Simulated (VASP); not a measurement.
# SiC (Cmc2_1) in VASP: single point with HSE06

Aim: the single point of SiC with HSE06.

All numbers are computed with VASP 6.6.1; they aren't measurements. Logs are shortened: lines on timing, memory, paths and dates and some standing lists are left out, and cuts for length are marked.

## (1) The cell of the first run

It takes space group Cmc2_1 (No. 36, orthorhombic). Conventional cell: a = 3.121 Å, b = 5.327 Å, c = 5.048 Å, α = 90.00°, β = 90.00°, γ = 90.00°. Si (site symmetry m) has 4 C at 1.89 to 1.90 Å within 2.5 Å. Within 2.5 Å of C (site symmetry m) lie 4 Si at 1.89 to 1.90 Å.

## (2) Single point, HSE06 (uniaxial x strain +1.5%)

POSCAR

```
SiC
1.0
    3.1214865869      0.0000000000      0.0000000000
   -1.5607432935      2.6633366324      0.0000000000
    0.0000000000      0.0000000000      5.0481080951
Si C
2 2
Direct
    0.3332112295      0.6664224589     -0.0007552593
    0.6667887705      0.3335775411      0.4992447407
    0.3321751076      0.6643502152      0.3757552593
    0.6678248924      0.3356497848      0.8757552593
```

INCAR.step1

```
ALGO = Normal
EDIFF = 1E-5
ENCUT = 520
GGA = PE
ISIF = 2
ISMEAR = 0
LASPH = True
LCHARG = False
LREAL = False
LWAVE = True
NBANDS = 16
NELM = 80
PREC = Accurate
SIGMA = 0.01
```

INCAR.step2

```
ALGO = Normal
EDIFF = 1E-7
ENCUT = 520
GGA = PE
HFSCREEN = 0.2079
ISIF = 2
ISMEAR = 0
ISTART = 1
LASPH = True
LCHARG = False
LHFCALC = True
LREAL = False
LWAVE = False
NBANDS = 16
NELM = 80
PREC = Accurate
PRECFOCK = Normal
SIGMA = 0.01
```

KPOINTS

```
k-points
0
Gamma
  6 6 4
```

Potentials or basis: VASP PAW PBE potentials, release 64 (Si, C).

Command:

```sh
$ cat potpaw_PBE.64/Si/POTCAR potpaw_PBE.64/C/POTCAR > POTCAR
$ cp INCAR.step1 INCAR
$ mpirun -np 1 vasp_std > vasp.out
$ cp INCAR.step2 INCAR
$ mpirun -np 1 vasp_std > vasp.out
```

OUTCAR:

```text
EDIFF = 1E-7
   ENCUT = 520
   GGA = PE
   HFSCREEN = 0.2079
   ISIF = 2
   ISMEAR = 0
   ISTART = 1
   LASPH = True
   LHFCALC = True
   LREAL = False
   NELM = 80
   PREC = Accurate
   PRECFOCK = Normal

 ion  position               nearest neighbor table
   1  0.333  0.666  0.999-   4 1.89   4 1.90   4 1.90   3 1.90   2 3.09   2 3.09   2 3.10   2 3.10
                             2 3.10   2 3.10
   2  0.667  0.334  0.499-   3 1.89   3 1.90   3 1.90   4 1.90   1 3.09   1 3.09   1 3.10   1 3.10
                             1 3.10   1 3.10
   3  0.332  0.664  0.376-   2 1.89   2 1.90   2 1.90   1 1.90
   4  0.668  0.336  0.876-   1 1.89   1 1.90   1 1.90   2 1.90

  Warning from LATTYP: Monoclinic adjustment (A1->A3, A2->A1, A3->A2)!
  LATTYP: Found a base centered orthorhombic cell.
 ALAT       =     3.1214865869
 B/A-ratio  =     1.7064539976
 C/A-ratio  =     1.6172128102

  Lattice vectors:

 A1 = (   1.5607432935,  -2.6633366324,   0.0000000000)
 A2 = (   1.5607432934,   2.6633366324,   0.0000000000)
 A3 = (   0.0000000000,   0.0000000000,   5.0481080951)

Analysis of symmetry for initial positions (statically):
=====================================================================
 Subroutine PRICEL returns:
 Original cell was already a primitive cell.

 Routine SETGRP: Setting up the symmetry group for a
 base centered orthorhombic supercell.

 Subroutine GETGRP returns: Found  4 space group operations
 (whereof  2 operations were pure point group operations)
 out of a pool of  8 trial point group operations.

The static configuration has the point symmetry C_1h.
 The point group associated with its full space group is C_2v.

Analysis of symmetry for dynamics (positions and initial velocities):
=====================================================================
 Subroutine PRICEL returns:
 Original cell was already a primitive cell.

 Routine SETGRP: Setting up the symmetry group for a
 base centered orthorhombic supercell.

 Subroutine GETGRP returns: Found  4 space group operations
 (whereof  2 operations were pure point group operations)
 out of a pool of  8 trial point group operations.

The dynamic configuration has the point symmetry C_1h.
 The point group associated with its full space group is C_2v.

 Subroutine INISYM returns: Found  4 space group operations
 (whereof  2 operations are pure point group operations),
[... 107 lines left out ...]
   ISYM   =      3    0-nonsym 1-usesym 2-fastsym
   POTIM  = 0.5000    time-step for ionic-motion
   TEBEG  =    0.0;   TEEND  =   0.0 temperature during run
   PSTRESS=    0.0 pullay stress
   NELECT =      16.0000    total number of electrons
   NUPDOWN=      -1.0000    fix difference up-down
   EMIN   =  10.00;   EMAX   =-10.00  energy-range for DOS
   EFERMI =   0.00;   METHOD = LEGACY
   ISMEAR =     0;   SIGMA  =   0.01  broadening in eV -4-tet -1-fermi 0-gaus
   EFERMI_NEDOS =   21; number of points for ismear=-14 and -15
   IALGO  =     38    algorithm
   IMIX   =      1    mixing-type and parameters
     AMIX     =   0.40;   BMIX     =  1.00
     AMIX_MAG =   1.60;   BMIX_MAG =  1.00
  volume/ion in A,a.u.               =      10.49        70.80
  Fermi-wavevector in a.u.,A,eV,Ry     =   1.187069  2.243236 19.172428  1.409134
  Thomas-Fermi vector in A             =   2.323229
   LORBIT       =      0    0 simple, 1 ext, 2 COOP (PROOUT), +10 PAW based schemes
   GGA     = PE    functional components
   LHFCALC =     T    Hartree Fock is set to
   PRECFOCK=normal    Normal, Fast or Accurate (Low or Medium for compatibility)
   ENCUT4O =  -1.0   cutoff for four orbital integrals eV
   NKREDX  =     1    reduce k-point grid by
   NKREDY  =     1    reduce k-point grid by
   NKREDZ  =     1    reduce k-point grid by
   AEXX    =    0.2500 exact exchange contribution
   HFSCREEN=    0.2079 screening length (either q_TF or 0.3 A-1)
   HFSCREENC=   0.2079 screening length for correlation (either q_TF or 0.3 A-1)
   ENCUTFOCK=  -1.0 apply spherical cutoff to Coloumb kernel
   IVDW    =     0    specifies the selected vdW correction
   LEPSILON=     F    determine dielectric tensor
   LRPA    =     F    only Hartree local field effects (RPA)
 non-spin polarized calculation
 Gauss-broadening in eV      SIGMA  =   0.01
  energy-cutoff  :      520.00
  volume of cell :       41.97
 maximum number of plane-waves:      1150
  NGX = 18; NGY = 18; NGZ = 30

 number of electron      16.0000001 magnetization

 Free energy of the ion-electron system (eV)
  ---------------------------------------------------
  ext. energy  EPLUGINS =         0.00000000
  ---------------------------------------------------
  free energy    TOTEN  =       -34.81006186 eV

  energy without entropy =      -34.81006186  energy(sigma->0) =      -34.81006186

 E-fermi :   7.6291     XC(G=0):  -9.3016

 val. band max:        7.5513684706   @ k =   0.0000   0.0000   0.0000
 cond. band min:      10.7286302047   @ k =   0.3333   0.3333   0.0000
 fundamental gap:      3.1772617342
 Fermi energy:         7.6290900044

 k-point     1 :       0.0000    0.0000    0.0000
  band No.  band energies     occupation
      1      -9.5459      2.00000
      2      -5.6970      2.00000
      3      -1.9196      2.00000
      4       5.9200      2.00000
      5       6.0800      2.00000
      6       7.4322      2.00000
[... 433 lines left out ...]
      3      -1.0090      2.00000
      4       0.4879      2.00000
      5       2.1839      2.00000
      6       3.2914      2.00000
[... 8 lines left out ...]
     15      20.5283      0.00000
     16      21.2230      0.00000

 [... further k-points ...]

------------------------ aborting loop because EDIFF is reached ----------------------------------------

  FORCE on cell =-STRESS in cart. coord.  units (eV):
  Direction    XX          YY          ZZ          XY          YZ          ZX
  --------------------------------------------------------------------------------------
  -------------------------------------------------------------------------------------
  Total       -2.3722096     -0.7730244     -0.6741926      0.0000000      0.0000000      0.0000000
  in kB      -90.5623040    -29.5112501    -25.7382136      0.0000000      0.0000000      0.0000000
  external PRESSURE =     -48.6039226 kB  Pullay stress =       0.0000000 kB

 VOLUME and BASIS-vectors are now :
 -----------------------------------------------------------------------------
  energy-cutoff  :      520.00
  volume of cell :       41.97
      direct lattice vectors                 reciprocal lattice vectors
     3.121486587  0.000000000  0.000000000     0.320360178  0.187734436  0.000000000
    -1.560743294  2.663336632  0.000000000     0.000000000  0.375468872  0.000000000
     0.000000000  0.000000000  5.048108095     0.000000000  0.000000000  0.198094015

 POSITION                                       TOTAL-FORCE (eV/Angst)
 -----------------------------------------------------------------------------------
      0.00000      1.77491      5.04430        -0.000000      0.001948     -0.020981
      1.56074      0.88843      2.52024         0.000000     -0.001948     -0.020981
     -0.00000      1.76939      1.89685         0.000000     -0.001096      0.020981
      1.56074      0.89395      4.42091        -0.000000      0.001096      0.020981
 -----------------------------------------------------------------------------------
    total drift:                               -0.000000     -0.000000      0.000196

  FREE ENERGIE OF THE ION-ELECTRON SYSTEM (eV)
  ---------------------------------------------------
  free  energy   TOTEN  =       -34.8100618630 eV

  energy  without entropy=      -34.8100618630  energy(sigma->0) =      -34.81006186
```

OUTCAR.step1:

```text
EDIFF = 1E-5
   ENCUT = 520
   GGA = PE
   ISIF = 2
[... 692 lines left out ...]
      0.00000      1.77491      5.04430         0.000000     -0.004932     -0.013028
      1.56074      0.88843      2.52024        -0.000000      0.004932     -0.013028
     -0.00000      1.76939      1.89685         0.000000     -0.008520      0.013028
      1.56074      0.89395      4.42091        -0.000000      0.008520      0.013028
 -----------------------------------------------------------------------------------
    total drift:                               -0.000000     -0.000000      0.000363

  FREE ENERGIE OF THE ION-ELECTRON SYSTEM (eV)
  ---------------------------------------------------
  free  energy   TOTEN  =       -30.0921706465 eV

  energy  without entropy=      -30.0921706465  energy(sigma->0) =      -30.09217065
```

Wall time 57 min (1 thread of Intel Xeon Platinum 8259CL at 2.50GHz (Skylake/Cascade Lake), shared host); peak memory 0.28 GiB.

Results:

* Free energy: -34.8101 eV
* Pressure: -4.9 GPa
* Largest force: 0.021 eV/Å
* Band gap on the k mesh: 3.18 eV (least direct gap 4.89 eV)

Forces on the atoms (eV/Å):
```
Si   0.000  0.002 -0.021
Si   0.000 -0.002 -0.021
C    0.000 -0.001  0.021
C    0.000  0.001  0.021
```

Stress tensor (GPa, compression positive):
```
-9.06  0.00  0.00
 0.00 -2.95  0.00
 0.00  0.00 -2.57
```

Caveat: the cell differs from its parent crystal (uniaxial x strain +1.5%); the stress differs along the axes, from -9 to -3 GPa; the PAW data sets were made with another functional, which shifts forces and pressure a little. A k mesh can miss the band edges.
